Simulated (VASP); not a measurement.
# HfO2: single point with RPBE+D4

Crystal: HfO2.

```
Hf O
1.0
     4.85971    0.00000    0.00000
     0.00000    4.85971    0.00000
     0.00000    0.00000    3.23562
Hf O
2 4
Direct
  0.50000 0.50000 0.50000
  0.00000 0.00000 0.00000
  0.80497 0.19503 0.50000
  0.69503 0.69503 0.00000
  0.30497 0.30497 0.00000
  0.19503 0.80497 0.50000
```

```
Program                : VASP 6.6.1
Task                   : single point
Functional             : RPBE
Dispersion             : D4
Potentials or basis    : VASP PAW PBE potentials, release 64 (Hf_pv, O)
Cutoff                 : 520 eV
k mesh                 : 6 × 6 × 8
Occupations            : fermi-dirac, width 0.05 eV
Spin                   : no spin polarisation
Dipole correction      : no
Further INCAR settings : ALGO = Normal; EDIFF = 1e-06; NBANDS = 31
```

The pressure is -2.9 GPa and the largest force is 0.049 eV/Å. The band gap on the k mesh is 3.97 eV, direct and the dispersion energy per atom is -0.346 eV.

Forces on the atoms (eV/Å):
```
Hf   0.000  0.000  0.000
Hf   0.000  0.000  0.000
O    0.034 -0.034  0.000
O   -0.034 -0.034  0.000
O    0.034  0.034  0.000
O   -0.034  0.034  0.000
```

Stress tensor (GPa, compression positive):
```
-2.64  0.00  0.00
 0.00 -2.64  0.00
 0.00  0.00 -3.41
```

Levels at points of the mesh, in eV from the valence-band top:
```tsv
k point	band 20	band 21	band 22	band 23	band 24	band 25
(0.00, 0.00, 0.00)	-0.50	-0.50	0.00	3.97	4.16	5.17
(0.50, 0.00, 0.00)	-1.45	-0.64	-0.64	4.60	4.60	6.10
(0.50, 0.50, 0.00)	-1.15	-0.85	-0.85	4.18	4.18	5.57
(0.00, 0.00, 0.50)	-2.00	-0.96	-0.96	5.54	5.54	5.99
(0.50, 0.00, 0.50)	-1.73	-0.90	-0.90	4.19	4.19	6.24
(0.50, 0.50, 0.50)	-1.05	-0.52	-0.52	5.10	5.10	5.78
```

It took 35 s on 1 thread of Intel(R) Xeon(R) 6975P-C (Granite Rapids) (shared host), peak memory 0.24 GiB.

Caveat: the PAW data sets were made with another functional, which shifts forces and pressure a little; spin-orbit coupling is left out, which moves the levels of the heavy elements. A k mesh can miss the band edges.
